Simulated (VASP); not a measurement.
Here is a VASP 6.6.1 calculation.

INCAR

```
SYSTEM = Al
ALGO     = Normal         ! electronic algorithm
EDIFF    = 1E-6           ! SCF threshold, eV
ENCUT    = 520            ! plane-wave cutoff, eV
GGA      = PE             ! functional
ISIF     = 2              ! what is computed and relaxed
ISMEAR   = 0              ! smearing method
LASPH    = .True.         ! aspherical terms in the spheres
LCHARG   = .False.        ! write CHGCAR
LREAL    = .False.        ! projectors in reciprocal space
LWAVE    = .False.        ! write WAVECAR
NBANDS   = 8              ! bands
NELM     = 100            ! most SCF steps
PREC     = Accurate       ! precision mode
SIGMA    = 0.016          ! smearing width, eV
```

Contents of KPOINTS:

```
k-points
0
Gamma
  11 11 11
  0 0 0
```

File POSCAR:

```
Al
1.0
    0.0000000000      2.0248050000      2.0248050000
    2.0248050000      0.0000000000      2.0248050000
    2.0248050000      2.0248050000      0.0000000000
Al
1
Direct
    0.0000000000      0.0000000000      0.0000000000
```

Potentials or basis: VASP PAW PBE potentials, release 64 (Al).

Run with:

```bash
$ cat potpaw_PBE.64/Al/POTCAR > POTCAR
$ mpirun -np 1 vasp_std > vasp.out
```

(1) Estimate the pressure.

Answers

(1) -0.5 GPa.
